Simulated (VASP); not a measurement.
Set up this calculation in VASP 6.6.1, as the native input.

| Quantity | Value |
| --- | --- |
| Task | single point |
| Functional | PBE |
| Potentials or basis | VASP PAW PBE potentials, release 64 (Si, Ni) |
| Cutoff | 520 eV |
| k mesh | 8 × 10 × 6 |
| Occupations | gaussian, width 0.05 eV |
| Spin | no spin polarisation |
| Dipole correction | no |
| Further INCAR settings | ALGO = Fast; EDIFF = 1e-07; NBANDS = 38 |

The structure of SiNi lies in POSCAR:

```
SiNi
1.0
    5.1512635175      0.0000000000      0.0000000000
    0.0000000000      3.3777567876      0.0000000000
    0.0000000000      0.0000000000      5.6187264731
Si Ni
4 4
Direct
    0.3213548306      0.7500000000      0.0841685872
    0.1786451694      0.2500000000      0.5841685872
    0.8213548306      0.7500000000      0.4158314128
    0.6786451694      0.2500000000      0.9158314128
    0.0083050210      0.2500000000      0.1884531108
    0.4916949790      0.7500000000      0.6884531108
    0.5083050210      0.2500000000      0.3115468892
    0.9916949790      0.7500000000      0.8115468892
```

The input as run:

INCAR

```
SYSTEM = SiNi
ALGO = Fast
EDIFF = 1E-7
ENCUT = 520
GGA = PE
ISIF = 2
ISMEAR = 0
LASPH = .TRUE.
LCHARG = .TRUE.
LELF = .TRUE.
LREAL = .FALSE.
LVHAR = .TRUE.
LWAVE = .FALSE.
NBANDS = 38
NELM = 60
PREC = Accurate
SIGMA = 0.05
```

KPOINTS

```
k-points
0
G
  8 10 6
  0 0 0
```

Potentials or basis: VASP PAW PBE potentials, release 64 (Si, Ni).

Run with:

```bash
$ cat potpaw_PBE.64/Si/POTCAR potpaw_PBE.64/Ni/POTCAR > POTCAR
$ mpirun -np 1 vasp_std > vasp.out
```

It gave:

```yaml
Pressure: 0.1 GPa
Largest_force: 0.011 eV/Å
Band_gap_on_the_k_mesh: zero (bands 28 and 29 overlap by 1.81 eV)
```

It took 12 min on 1 thread of Oxide Virtual Turin-like Processor, on a shared host, peak memory 0.41 GiB.
